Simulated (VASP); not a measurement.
# TiNi (P4/nmm) in VASP: single point with PBEsol

Aim: the single point of TiNi with PBEsol.

Program: VASP 6.6.1. These are calculated values, not measurements. Logs are shortened: lines on timing, memory, paths and dates and some standing lists are left out, and cuts for length are marked.

## (1) The cell of the first run

Symmetry: P4/nmm, No. 129, tetragonal system. Conventional cell: a = 3.822 Å, b = 3.822 Å, c = 3.636 Å, α = 90.00°, β = 90.00°, γ = 90.00°. Ni (site symmetry -4m2) has 8 Ti at 2.59 to 2.69 Å and 4 Ni at 2.70 Å within 3.4 Å. Ti (site symmetry 4mm) has 8 Ni at 2.59 to 2.69 Å and 4 Ti at 2.71 Å within 3.4 Å.

## (2) Single point, PBEsol, collinear spin, ferromagnetic start

The input, INCAR:

```
PREC = Accurate
ENCUT = 520
EDIFF = 1E-6
ISMEAR = -1
SIGMA = 0.05
LREAL = False
LASPH = True
NELM = 150
ALGO = Normal
ISIF = 2
LWAVE = False
LCHARG = False
ISPIN = 2
MAGMOM = 1 1 1 1
LORBIT = 11
LMAXMIX = 4
GGA = PS
NBANDS = 34
```

The input, KPOINTS:

```
Automatic mesh
0
Gamma
  7 7 7
```

The input, POSCAR:

```
TiNi
1.0
    3.8219460000      0.0000000000      0.0000000000
    0.0000000000      3.8219460000      0.0000000000
    0.0000000000      0.0000000000      3.6362500000
Ni Ti
2 2
Direct
    0.0000000000      0.0000000000      0.0000000000
    0.5000000000      0.5000000000      0.0000000000
    0.5000000000      0.0000000000      0.5191990000
    0.0000000000      0.5000000000      0.4808010000
```

Potentials or basis: VASP PAW PBE potentials, release 64 (Ni, Ti_sv).

On the command line:

```bash
$ cat potpaw_PBE.64/Ni/POTCAR potpaw_PBE.64/Ti_sv/POTCAR > POTCAR
$ mpirun -np 1 vasp_std > vasp.out
```

OUTCAR:

```text
PREC = Accurate
   ENCUT = 520
   EDIFF = 1E-6
   ISMEAR = -1
   LREAL = False
   LASPH = True
   NELM = 150
   ISIF = 2
   ISPIN = 2
   LORBIT = 11
   GGA = PS

 ion  position               nearest neighbor table
   1  0.000  0.000  0.000-   3 2.59   4 2.59   4 2.59   3 2.59   3 2.69   4 2.69   3 2.69   4 2.69
                             2 2.70   2 2.70   2 2.70   2 2.70
   2  0.500  0.500  0.000-   3 2.59   4 2.59   3 2.59   4 2.59   3 2.69   3 2.69   4 2.69   4 2.69
                             1 2.70   1 2.70   1 2.70   1 2.70
   3  0.500  0.000  0.519-   1 2.59   2 2.59   2 2.59   1 2.59   1 2.69   2 2.69   2 2.69   1 2.69
                             4 2.71   4 2.71   4 2.71   4 2.71
   4  0.000  0.500  0.481-   1 2.59   2 2.59   1 2.59   2 2.59   1 2.69   1 2.69   2 2.69   2 2.69
                             3 2.71   3 2.71   3 2.71   3 2.71

  LATTYP: Found a simple tetragonal cell.
 ALAT       =     3.8219460000
 C/A-ratio  =     0.9514132329

  Lattice vectors:

 A1 = (   3.8219460000,   0.0000000000,   0.0000000000)
 A2 = (   0.0000000000,   3.8219460000,   0.0000000000)
 A3 = (   0.0000000000,   0.0000000000,   3.6362500000)

Analysis of symmetry for initial positions (statically):
=====================================================================
 Subroutine PRICEL returns:
 Original cell was already a primitive cell.

 Routine SETGRP: Setting up the symmetry group for a
 simple tetragonal supercell.

 Subroutine GETGRP returns: Found 16 space group operations
 (whereof  8 operations were pure point group operations)
 out of a pool of 16 trial point group operations.

The static configuration has the point symmetry D_2d.
 The point group associated with its full space group is D_4h.

Analysis of symmetry for dynamics (positions and initial velocities):
=====================================================================
 Subroutine PRICEL returns:
 Original cell was already a primitive cell.

 Routine SETGRP: Setting up the symmetry group for a
 simple tetragonal supercell.

 Subroutine GETGRP returns: Found 16 space group operations
 (whereof  8 operations were pure point group operations)
 out of a pool of 16 trial point group operations.

The dynamic configuration has the point symmetry D_2d.
 The point group associated with its full space group is D_4h.

Analysis of structural, dynamic, and magnetic symmetry:
=====================================================================
 Subroutine PRICEL returns:
 Original cell was already a primitive cell.

 Routine SETGRP: Setting up the symmetry group for a
 simple tetragonal supercell.

 Subroutine GETGRP returns: Found 16 space group operations
 (whereof  8 operations were pure point group operations)
 out of a pool of 16 trial point group operations.

The overall configuration has the point symmetry D_2d.
 The point group associated with its full space group is D_4h.

 Subroutine INISYM returns: Found 16 space group operations
 (whereof  8 operations are pure point group operations),
 and found     1 'primitive' translations

----------------------------------------------------------------------------------------

                                     Primitive cell

  volume of cell :      53.1157

  direct lattice vectors                    reciprocal lattice vectors
     3.821946000  0.000000000  0.000000000     0.261646816  0.000000000  0.000000000
     0.000000000  3.821946000  0.000000000     0.000000000  0.261646816  0.000000000
     0.000000000  0.000000000  3.636250000     0.000000000  0.000000000  0.275008594

  length of vectors
     3.821946000  3.821946000  3.636250000     0.261646816  0.261646816  0.275008594

  position of ions in fractional coordinates (direct lattice)
     0.000000000  0.000000000  0.000000000
     0.500000000  0.500000000  0.000000000
     0.500000000  0.000000000  0.519199000
     0.000000000  0.500000000  0.480801000

  ion indices of the primitive-cell ions
   primitive index   ion index
                 1           1
                 2           2
                 3           3
                 4           4

----------------------------------------------------------------------------------------

[... 25 lines left out ...]
            Coordinates               Weight
  0.000000  0.000000  0.000000      1.000000
  0.142857  0.000000  0.000000      4.000000
  0.285714  0.000000  0.000000      4.000000
  0.428571  0.000000  0.000000      4.000000
  0.142857  0.142857  0.000000      4.000000
  0.285714  0.142857  0.000000      8.000000
[... 16 lines left out ...]
  0.285714  0.000000  0.285714      8.000000
  0.428571  0.000000  0.285714      8.000000
 [... further k-points ...]
   k-points           NKPTS =     40   k-points in BZ     NKDIM =     40   number of bands    NBANDS=     34
   number of dos      NEDOS =    301   number of ions     NIONS =      4
   total plane-waves  NPLWV =  21952
   dimension x,y,z NGX =    28 NGY =   28 NGZ =   28
   dimension x,y,z NGXF=    56 NGYF=   56 NGZF=   56
   ions per type =               2   2
   NGX,Y,Z   is equivalent  to a cutoff of  12.18, 12.18, 12.80 a.u.
   NGXF,Y,Z  is equivalent  to a cutoff of  24.36, 24.36, 25.60 a.u.
 SYSTEM =  unknown system
   PREC   = accura    normal or accurate (medium, high low for compatibility)
   ISTART =      0    job   : 0-new  1-cont  2-samecut
   ICHARG =      2    charge: 1-file 2-atom 10-const
   ISPIN  =      2    spin polarized calculation?
   LNONCOLLINEAR =      F non collinear calculations
   LSORBIT =      F    spin-orbit coupling
   LASPH  =      T    aspherical Exc in radial PAW
   ENCUT  =  520.0 eV  38.22 Ry    6.18 a.u.   7.11  7.11  6.76*2*pi/ulx,y,z
   NELM   =    150;   NELMIN=  2; NELMDL= -5     # of ELM steps
   EDIFF  = 0.1E-05   stopping-criterion for ELM
   LREAL  =      F    real-space projection
   EDIFFG = 0.1E-04   stopping-criterion for IOM
   NSW    =      0    number of steps for IOM
   IBRION =     -1    ionic relax: 0-MD 1-quasi-New 2-CG
   NFREE  =      0    steps in history (QN), initial steepest desc. (CG)
   ISIF   =      2    stress and relaxation
   ISYM   =      2    0-nonsym 1-usesym 2-fastsym
   POTIM  = 0.5000    time-step for ionic-motion
   TEBEG  =    0.0;   TEEND  =   0.0 temperature during run
   PSTRESS=    0.0 pullay stress
   NELECT =      44.0000    total number of electrons
   NUPDOWN=      -1.0000    fix difference up-down
   EMIN   =  10.00;   EMAX   =-10.00  energy-range for DOS
   EFERMI =   0.00;   METHOD = LEGACY
   ISMEAR =    -1;   SIGMA  =   0.05  broadening in eV -4-tet -1-fermi 0-gaus
   EFERMI_NEDOS =   21; number of points for ismear=-14 and -15
   IALGO  =     38    algorithm
   IMIX   =      4    mixing-type and parameters
     AMIX     =   0.40;   BMIX     =  1.00
     AMIX_MAG =   1.60;   BMIX_MAG =  1.00
  volume/ion in A,a.u.               =      13.28        89.61
  Fermi-wavevector in a.u.,A,eV,Ry     =   1.537511  2.905474 32.163340  2.363939
  Thomas-Fermi vector in A             =   2.644009
   LORBIT       =     11    0 simple, 1 ext, 2 COOP (PROOUT), +10 PAW based schemes
   GGA     = PS    functional components
   LHFCALC =     F    Hartree Fock is set to
   AEXX    =    0.0000 exact exchange contribution
   IVDW    =     0    specifies the selected vdW correction
   LEPSILON=     F    determine dielectric tensor
   LRPA    =     F    only Hartree local field effects (RPA)
 spin polarized calculation
  energy-cutoff  :      520.00
  volume of cell :       53.12
 maximum number of plane-waves:      1448
   NGX = 15   NGY = 15   NGZ = 13

 number of electron      44.0000049 magnetization       0.0116748

 Free energy of the ion-electron system (eV)
  ---------------------------------------------------
  ext. energy  EPLUGINS =         0.00000000
  ---------------------------------------------------
  free energy    TOTEN  =       -30.31602556 eV

  energy without entropy =      -30.27814083  energy(sigma->0) =      -30.29708320

 E-fermi :   9.2933     XC(G=0): -12.6768

 val. band max:        9.2823987257   @ k =   0.2857   0.1429   0.2857
 cond. band min:       9.3005205758   @ k =   0.1429   0.1429   0.0000
 fundamental gap:      0.0181218500
 Fermi energy:         9.2933344410

 spin component 1

 k-point     1 :       0.0000    0.0000    0.0000
  band No.  band energies     occupation
      1     -47.2940      1.00000
      2     -47.1074      1.00000
      3     -23.8524      1.00000
      4     -23.8524      1.00000
      5     -23.6481      1.00000
      6     -23.4920      1.00000
[... 877 lines left out ...]
     33      17.9720      0.00000
     34      19.4068      0.00000

 [... further k-points ...]

 spin component 2

 k-point     1 :       0.0000    0.0000    0.0000
  band No.  band energies     occupation
      1     -47.2897      1.00000
      2     -47.1032      1.00000
      3     -23.8473      1.00000
      4     -23.8473      1.00000
      5     -23.6451      1.00000
      6     -23.4891      1.00000
[... 877 lines left out ...]
     33      17.9741      0.00000
     34      19.3837      0.00000

 [... further k-points ...]

------------------------ aborting loop because EDIFF is reached ----------------------------------------

  FORCE on cell =-STRESS in cart. coord.  units (eV):
  Direction    XX          YY          ZZ          XY          YZ          ZX
  --------------------------------------------------------------------------------------
  -------------------------------------------------------------------------------------
  Total       -1.2981551     -1.2981551     -2.6373009      0.0000000      0.0000000      0.0000000
  in kB      -39.1574455    -39.1574455    -79.5513284      0.0000000      0.0000000      0.0000000
  external PRESSURE =     -52.6220731 kB  Pullay stress =       0.0000000 kB

 VOLUME and BASIS-vectors are now :
 -----------------------------------------------------------------------------
  energy-cutoff  :      520.00
  volume of cell :       53.12
      direct lattice vectors                 reciprocal lattice vectors
     3.821946000  0.000000000  0.000000000     0.261646816  0.000000000  0.000000000
     0.000000000  3.821946000  0.000000000     0.000000000  0.261646816  0.000000000
     0.000000000  0.000000000  3.636250000     0.000000000  0.000000000  0.275008594

 POSITION                                       TOTAL-FORCE (eV/Angst)
 -----------------------------------------------------------------------------------
      0.00000      0.00000      0.00000         0.000000      0.000000      0.000000
      1.91097      1.91097      0.00000        -0.000000     -0.000000      0.000000
      1.91097      0.00000      1.88794         0.000000      0.000000     -0.094733
      0.00000      1.91097      1.74831         0.000000      0.000000      0.094733
 -----------------------------------------------------------------------------------
    total drift:                                0.000000      0.000000      0.000000

  FREE ENERGIE OF THE ION-ELECTRON SYSTEM (eV)
  ---------------------------------------------------
  free  energy   TOTEN  =       -30.3160255585 eV

  energy  without entropy=      -30.2781408345  energy(sigma->0) =      -30.29708320

 total charge

# of ion       s       p       d       tot
------------------------------------------
    1        0.549   0.488   8.307   9.344
    2        0.549   0.488   8.307   9.344
    3        2.251   6.147   1.934  10.332
    4        2.251   6.147   1.934  10.332
--------------------------------------------------
tot          5.600  13.271  20.482  39.353

 magnetization (x)

# of ion       s       p       d       tot
------------------------------------------
    1       -0.000  -0.000   0.000   0.000
    2       -0.000  -0.000   0.000   0.000
    3        0.000   0.000   0.004   0.004
    4        0.000   0.000   0.004   0.004
--------------------------------------------------
tot          0.000   0.000   0.008   0.008
```

Wall time 60 s (1 thread of Intel Xeon 6975P-C (Granite Rapids), shared host); peak memory 0.24 GiB.

Results:

```yaml
Free_energy: -30.3160 eV
Pressure: -5.3 GPa
Largest_force: 0.095 eV/Å
Band_gap_on_the_k_mesh: zero (filled and empty bands overlap)
Net_moment: 0.01 μB per cell
Valence_electrons_inside_the_program's_atomic_spheres: Ni 9.34; Ti 10.33
```

Forces in eV/Å, atoms in the order of the input:
```
Ni   0.000  0.000  0.000
Ni   0.000  0.000  0.000
Ti   0.000  0.000 -0.095
Ti   0.000  0.000  0.095
```

Caveat: the cell stands under tension; the PAW data sets were made with another functional, which shifts forces and pressure a little.
